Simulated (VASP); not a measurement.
# PbS (Pm-3m) in VASP: settings compared, part 2 of 2

VASP 6.6.1. Earlier steps stand in the parts before.

### 4 Single point, PBEsol-based screened hybrid with 25 % exact exchange

This run uses another cell than the first one, of 22.61 Å³/atom.

Contents of POSCAR:

```
PbS
1.0
    3.5626145737      0.0000000000      0.0000000000
    0.0000000000      3.5626145737      0.0000000000
    0.0000000000      0.0000000000      3.5626145737
Pb S
1 1
Direct
    0.0000000000      0.0000000000      0.0000000000
    0.5000000000      0.5000000000      0.5000000000
```

Contents of INCAR.step1:

```
SYSTEM = PbS
ALGO = Normal
EDIFF = 1E-5
ENCUT = 520
GGA = PE
ISIF = 2
ISMEAR = -1
LASPH = .True.
LREAL = .False.
LWAVE = .True.
NBANDS = 17
NELM = 60
PREC = Accurate
SIGMA = 0.05
```

Contents of INCAR.step2:

```
SYSTEM = PbS
AEXX = 0.25
ALGO = Normal
EDIFF = 1E-6
ENCUT = 520
GGA = PS
HFSCREEN = 0.207
ISIF = 2
ISMEAR = -1
ISTART = 1
LASPH = .True.
LCHARG = .True.
LELF = .True.
LHFCALC = .True.
LREAL = .False.
LVHAR = .True.
LWAVE = .False.
NBANDS = 17
NELM = 60
PREC = Accurate
PRECFOCK = Normal
SIGMA = 0.05
```

Contents of KPOINTS:

```
k-points
0
Gamma
  4 4 4
  0 0 0
```

Potentials or basis: VASP PAW PBE potentials, release 64 (Pb_d, S).

Run with:

```bash
> cat potpaw_PBE.64/Pb_d/POTCAR potpaw_PBE.64/S/POTCAR > POTCAR
> cp INCAR.step1 INCAR
> mpirun -np 1 vasp_std > vasp.out
> cp INCAR.step2 INCAR
> mpirun -np 1 vasp_std > vasp.out
```

OUTCAR:

```text
SYSTEM = PbS
   AEXX = 0.25
   EDIFF = 1E-6
   ENCUT = 520
   GGA = PS
   HFSCREEN = 0.207
   ISIF = 2
   ISMEAR = -1
   ISTART = 1
   LASPH = .True.
   LHFCALC = .True.
   LREAL = .False.
   NELM = 60
   PREC = Accurate
   PRECFOCK = Normal

 ion  position               nearest neighbor table
   1  0.000  0.000  0.000-   2 3.09   2 3.09   2 3.09   2 3.09   2 3.09   2 3.09   2 3.09   2 3.09

   2  0.500  0.500  0.500-   1 3.09   1 3.09   1 3.09   1 3.09   1 3.09   1 3.09   1 3.09   1 3.09

  LATTYP: Found a simple cubic cell.
 ALAT       =     3.5626145737

  Lattice vectors:

 A1 = (   3.5626145737,   0.0000000000,   0.0000000000)
 A2 = (   0.0000000000,   3.5626145737,   0.0000000000)
 A3 = (   0.0000000000,   0.0000000000,   3.5626145737)

Analysis of symmetry for initial positions (statically):
=====================================================================
 Subroutine PRICEL returns:
 Original cell was already a primitive cell.

 Routine SETGRP: Setting up the symmetry group for a
 simple cubic supercell.

 Subroutine GETGRP returns: Found 48 space group operations
 (whereof 48 operations were pure point group operations)
 out of a pool of 48 trial point group operations.

The static configuration has the point symmetry O_h .

Analysis of symmetry for dynamics (positions and initial velocities):
=====================================================================
 Subroutine PRICEL returns:
 Original cell was already a primitive cell.

 Routine SETGRP: Setting up the symmetry group for a
 simple cubic supercell.

 Subroutine GETGRP returns: Found 48 space group operations
 (whereof 48 operations were pure point group operations)
 out of a pool of 48 trial point group operations.

The dynamic configuration has the point symmetry O_h .

 Subroutine INISYM returns: Found 48 space group operations
 (whereof 48 operations are pure point group operations),
 and found     1 'primitive' translations

----------------------------------------------------------------------------------------

                                     Primitive cell

  volume of cell :      45.2175

  direct lattice vectors                    reciprocal lattice vectors
     3.562614574  0.000000000  0.000000000     0.280692727  0.000000000  0.000000000
     0.000000000  3.562614574  0.000000000     0.000000000  0.280692727  0.000000000
     0.000000000  0.000000000  3.562614574     0.000000000  0.000000000  0.280692727

  length of vectors
     3.562614574  3.562614574  3.562614574     0.280692727  0.280692727  0.280692727

  position of ions in fractional coordinates (direct lattice)
     0.000000000  0.000000000  0.000000000
     0.500000000  0.500000000  0.500000000

  ion indices of the primitive-cell ions
   primitive index   ion index
                 1           1
                 2           2

----------------------------------------------------------------------------------------

 KPOINTS: k-points

Automatic generation of k-mesh.
 Grid dimensions read from file:
 generate k-points for:    4    4    4

[... 23 lines left out ...]
  0.250000  0.250000  0.000000     12.000000
  0.500000  0.250000  0.000000     12.000000
  0.500000  0.500000  0.000000      3.000000
  0.250000  0.250000  0.250000      8.000000
  0.500000  0.250000  0.250000     12.000000
  0.500000  0.500000  0.250000      6.000000
  0.500000  0.500000  0.500000      1.000000
   k-points           NKPTS =     10   k-points in BZ     NKDIM =     64   number of bands    NBANDS=     17
   number of dos      NEDOS =    301   number of ions     NIONS =      2
   total plane-waves  NPLWV =  21952
   dimension x,y,z NGX =    28 NGY =   28 NGZ =   28
   dimension x,y,z NGXF=    56 NGYF=   56 NGZF=   56
   ions per type =               1   1
   NGX,Y,Z   is equivalent  to a cutoff of  13.07, 13.07, 13.07 a.u.
   NGXF,Y,Z  is equivalent  to a cutoff of  26.13, 26.13, 26.13 a.u.
 SYSTEM =  PbS
   PREC   = accura    normal or accurate (medium, high low for compatibility)
   ISTART =      1    job   : 0-new  1-cont  2-samecut
   ICHARG =      0    charge: 1-file 2-atom 10-const
   ISPIN  =      1    spin polarized calculation?
   LNONCOLLINEAR =      F non collinear calculations
   LSORBIT =      F    spin-orbit coupling
   LASPH  =      T    aspherical Exc in radial PAW
   ENCUT  =  520.0 eV  38.22 Ry    6.18 a.u.   6.62  6.62  6.62*2*pi/ulx,y,z
   NELM   =     60;   NELMIN=  2; NELMDL=  0     # of ELM steps
   EDIFF  = 0.1E-05   stopping-criterion for ELM
   LREAL  =      F    real-space projection
   EDIFFG = 0.1E-04   stopping-criterion for IOM
   NSW    =      0    number of steps for IOM
   IBRION =     -1    ionic relax: 0-MD 1-quasi-New 2-CG
   NFREE  =      0    steps in history (QN), initial steepest desc. (CG)
   ISIF   =      2    stress and relaxation
   ISYM   =      3    0-nonsym 1-usesym 2-fastsym
   POTIM  = 0.5000    time-step for ionic-motion
   TEBEG  =    0.0;   TEEND  =   0.0 temperature during run
   PSTRESS=    0.0 pullay stress
   NELECT =      20.0000    total number of electrons
   NUPDOWN=      -1.0000    fix difference up-down
   EMIN   =  10.00;   EMAX   =-10.00  energy-range for DOS
   EFERMI =   0.00;   METHOD = LEGACY
   ISMEAR =    -1;   SIGMA  =   0.05  broadening in eV -4-tet -1-fermi 0-gaus
   EFERMI_NEDOS =   21; number of points for ismear=-14 and -15
   IALGO  =     38    algorithm
   IMIX   =      1    mixing-type and parameters
     AMIX     =   0.40;   BMIX     =  1.00
     AMIX_MAG =   1.60;   BMIX_MAG =  1.00
  volume/ion in A,a.u.               =      22.61       152.57
  Fermi-wavevector in a.u.,A,eV,Ry     =   1.247334  2.357119 21.168507  1.555841
  Thomas-Fermi vector in A             =   2.381471
   LORBIT       =      0    0 simple, 1 ext, 2 COOP (PROOUT), +10 PAW based schemes
   GGA     = PS    functional components
   LHFCALC =     T    Hartree Fock is set to
   PRECFOCK=normal    Normal, Fast or Accurate (Low or Medium for compatibility)
   ENCUT4O =  -1.0   cutoff for four orbital integrals eV
   NKREDX  =     1    reduce k-point grid by
   NKREDY  =     1    reduce k-point grid by
   NKREDZ  =     1    reduce k-point grid by
   AEXX    =    0.2500 exact exchange contribution
   HFSCREEN=    0.2070 screening length (either q_TF or 0.3 A-1)
   HFSCREENC=   0.2070 screening length for correlation (either q_TF or 0.3 A-1)
   ENCUTFOCK=  -1.0 apply spherical cutoff to Coloumb kernel
   IVDW    =     0    specifies the selected vdW correction
   LEPSILON=     F    determine dielectric tensor
   LRPA    =     F    only Hartree local field effects (RPA)
 non-spin polarized calculation
  energy-cutoff  :      520.00
  volume of cell :       45.22
 maximum number of plane-waves:      1234
 NGX is ok and might be reduce to    28
  NGX = 20; NGY = 20; NGZ = 20

 number of electron      20.0000002 magnetization

 Free energy of the ion-electron system (eV)
  ---------------------------------------------------
  ext. energy  EPLUGINS =         0.00000000
  ---------------------------------------------------
  free energy    TOTEN  =       -10.32840057 eV

  energy without entropy =      -10.32802558  energy(sigma->0) =      -10.32821308

 E-fermi :   6.5496     XC(G=0):  -8.8280

 val. band max:        6.2202199330   @ k =   0.2500   0.2500   0.0000
 cond. band min:       6.8071330791   @ k =   0.5000   0.0000   0.0000
 fundamental gap:      0.5869131461
 Fermi energy:         6.5496396764

 k-point     1 :       0.0000    0.0000    0.0000
  band No.  band energies     occupation
      1     -12.0738      2.00000
      2     -12.0738      2.00000
      3     -11.8127      2.00000
      4     -11.8127      2.00000
      5     -11.8127      2.00000
      6      -8.6249      2.00000
[... 177 lines left out ...]
      4     -11.7265      2.00000
      5     -11.7265      2.00000
      6      -5.6810      2.00000
[... 9 lines left out ...]
     16      22.3067      0.00000
     17      24.8628      0.00000

------------------------ aborting loop because EDIFF is reached ----------------------------------------

  FORCE on cell =-STRESS in cart. coord.  units (eV):
  Direction    XX          YY          ZZ          XY          YZ          ZX
  --------------------------------------------------------------------------------------
  -------------------------------------------------------------------------------------
  Total       -0.0297807     -0.0297807     -0.0297807     -0.0000000      0.0000000     -0.0000000
  in kB       -1.0552117     -1.0552117     -1.0552117     -0.0000000      0.0000000     -0.0000000
  external PRESSURE =      -1.0552117 kB  Pullay stress =       0.0000000 kB

 VOLUME and BASIS-vectors are now :
 -----------------------------------------------------------------------------
  energy-cutoff  :      520.00
  volume of cell :       45.22
      direct lattice vectors                 reciprocal lattice vectors
     3.562614574  0.000000000  0.000000000     0.280692727  0.000000000  0.000000000
     0.000000000  3.562614574  0.000000000     0.000000000  0.280692727  0.000000000
     0.000000000  0.000000000  3.562614574     0.000000000  0.000000000  0.280692727

 POSITION                                       TOTAL-FORCE (eV/Angst)
 -----------------------------------------------------------------------------------
      0.00000      0.00000      0.00000         0.000000      0.000000      0.000000
      1.78131      1.78131      1.78131         0.000000      0.000000      0.000000
 -----------------------------------------------------------------------------------
    total drift:                               -0.000006     -0.000003     -0.000002

  FREE ENERGIE OF THE ION-ELECTRON SYSTEM (eV)
  ---------------------------------------------------
  free  energy   TOTEN  =       -10.3284005705 eV

  energy  without entropy=      -10.3280255801  energy(sigma->0) =      -10.32821308
```

It took 3.3 min on 1 thread of AMD EPYC 9R45 (Zen 5), shared host; peak memory 0.24 GiB.

What came out:

```
Free energy            : -10.3284 eV
Pressure               : -0.1 GPa
Band gap on the k mesh : zero (bands 10 and 11 overlap by 0.70 eV)
```

Levels at points of the mesh, in eV from the Fermi level:
| k point | band 6 | band 7 | band 8 | band 9 | band 10 | band 11 | band 12 | band 13 | band 14 | band 15 |
| --- | --- | --- | --- | --- | --- | --- | --- | --- | --- | --- |
| (0.00, 0.00, 0.00) | -15.17 | -6.92 | -2.08 | -2.08 | -2.08 | 6.04 | 6.04 | 8.10 | 8.10 | 8.10 |
| (0.50, 0.00, 0.00) | -13.56 | -10.22 | -0.70 | -0.70 | 0.26 | 0.85 | 4.73 | 4.73 | 7.30 | 10.32 |
| (0.50, 0.50, 0.00) | -12.50 | -7.79 | -5.49 | -5.49 | -0.47 | 5.30 | 5.30 | 7.28 | 8.13 | 10.54 |
| (0.50, 0.50, 0.50) | -12.23 | -6.06 | -3.02 | -3.02 | -3.02 | -0.44 | -0.44 | -0.44 | 15.76 | 15.76 |

Caveat: the k points lie up to 0.44 Å⁻¹ apart, too coarse for converged energies and pressures of a metal; the PAW data sets were made with another functional, which shifts forces and pressure a little; spin-orbit coupling is left out, which moves the levels of the heavy elements.

### 5 Single point, HSE06

This run uses another cell than the first one, of 23.40 Å³/atom.

Contents of POSCAR:

```
PbS
1.0
    3.6039105341      0.0000000000      0.0000000000
    0.0000000000      3.6039105341      0.0000000000
    0.0000000000      0.0000000000      3.6039105341
Pb S
1 1
Direct
    0.0000000000      0.0000000000      0.0000000000
    0.5000000000      0.5000000000      0.5000000000
```

Contents of INCAR.step1:

```
PREC = Accurate ; ENCUT = 520
EDIFF = 1E-5 ; ISMEAR = -1
SIGMA = 0.05 ; LREAL = False
LASPH = True ; NELM = 60
ALGO = Normal ; ISIF = 2
LWAVE = True ; LCHARG = False
GGA = PE ; NBANDS = 17
```

Contents of INCAR.step2:

```
PREC = Accurate ; ENCUT = 520
EDIFF = 1E-7 ; ISMEAR = -1
SIGMA = 0.05 ; LREAL = False
LASPH = True ; NELM = 60
ALGO = Normal ; ISIF = 2
LWAVE = False ; LCHARG = False
GGA = PE ; LHFCALC = True
HFSCREEN = 0.2079 ; PRECFOCK = Normal
ISTART = 1 ; NBANDS = 17
```

Contents of KPOINTS:

```
Automatic mesh
0
Gamma
  4 4 4
```

Run with:

```bash
> cat potpaw_PBE.64/Pb_d/POTCAR potpaw_PBE.64/S/POTCAR > POTCAR
> cp INCAR.step1 INCAR
> mpirun -np 1 vasp_std > vasp.out
> cp INCAR.step2 INCAR
> mpirun -np 1 vasp_std > vasp.out
```

It took 5.7 min on 1 thread of AMD EPYC 9R45 (Zen 5), shared host; peak memory 0.25 GiB.

The run converged. Its results:

| Property | Result |
| --- | --- |
| Free energy | -9.7856 eV |
| Pressure | -0.1 GPa |
| Band gap on the k mesh | zero (bands 10 and 11 overlap by 0.39 eV) |

Levels at points of the mesh, in eV from the Fermi level:
```csv
k point,band 7,band 8,band 9,band 10,band 11,band 12,band 13,band 14
"(0.00, 0.00, 0.00)",-6.95,-1.92,-1.92,-1.92,6.19,6.19,7.91,7.91
"(0.50, 0.00, 0.00)",-9.94,-0.63,-0.63,0.19,0.93,4.78,4.78,7.49
"(0.50, 0.50, 0.00)",-7.67,-5.16,-5.16,-0.40,5.25,5.25,7.17,8.16
"(0.50, 0.50, 0.50)",-6.07,-2.83,-2.83,-2.83,-0.20,-0.20,-0.20,15.49
```

Caveat: the k points lie up to 0.44 Å⁻¹ apart; the PAW data sets were made with another functional, which shifts forces and pressure a little; spin-orbit coupling is left out, which moves the levels of the heavy elements.

### 6 The runs side by side

```tsv
level	potentials or basis	spin	cell	k mesh	grid for exact exchange (PRECFOCK)	share of exact exchange	screening parameter	gap on the mesh (eV)	pressure (GPa)
LDA	VASP PAW LDA potentials, release 64 (Pb_d, S)	non-collinear, zero start, SOC	a = 3.654 Å, 2 atoms	5 × 5 × 5	-	-	-	-	-5.8
PBEsol-based global hybrid with 25 % exact exchange	VASP PAW PBE potentials, release 64 (Pb_d, S)	off	a = 3.560 Å, 2 atoms	4 × 4 × 4	Normal	0.25	-	none	-0.3
PBEsol-based screened hybrid with 25 % exact exchange	VASP PAW PBE potentials, release 64 (Pb_d, S)	off	a = 3.563 Å, 2 atoms	4 × 4 × 4	Normal	0.25	0.207 1/Å	none	-0.1
HSE06	VASP PAW PBE potentials, release 64 (Pb_d, S)	off	a = 3.604 Å, 2 atoms	4 × 4 × 4	Normal	0.25	0.2079 1/Å	none	-0.1
```

Alike in all rows: task single point; cutoff (eV) 520; smearing fermi-dirac 0.05 eV.

Caveats: some runs use coarse meshes; the PAW data sets were made with another functional, which shifts forces and pressure a little (at least some runs); spin-orbit coupling is left out, which moves the levels of the heavy elements (at least some runs); the cell stands under tension (at least some runs).

Absolute energies hang on the potentials; compare differences alone.

The gap in the log of VASP goes by the Fermi energy; the results here count the filled bands.